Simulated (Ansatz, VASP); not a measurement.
# Be2C: VASP beside Ansatz

```
Be C
1.0
     2.15538    2.15538    0.00000
    -2.15538    2.15538    0.00000
     0.00000    2.15538    2.15538
Be C
2 1
Direct
  0.25000 0.75000 0.50000
  0.75000 0.25000 0.50000
  0.00000 0.00000 0.00000
```

Alike in both runs: functional PBEsol; k mesh 14 × 14 × 14; occupations fermi-dirac, width 0.05 eV; no spin polarisation.

Ansatz relaxed the structure, and its values are those at the end. VASP's run is a single point on that final structure, the one shown.

|  | VASP | Ansatz |
| --- | --- | --- |
| version | VASP 6.6.1 | Ansatz 0.2.0 |
| potentials or method | VASP PAW PBE potentials, release 64 (Be, C) | PAW with Ansatz's default frozen-core files, scalar-relativistic |
| plane-wave cutoff (eV) | 600 | 420 |
| valence electrons in the cell | 8 | 8 |

|  | VASP | Ansatz | Ansatz less VASP |
| --- | --- | --- | --- |
| pressure (GPa) | 0.6 | 0.0 | -0.57 |

VASP's potentials were made for PBE, not for PBEsol. With one functional, cell and mesh, what is left measures potentials, basis and numerics.
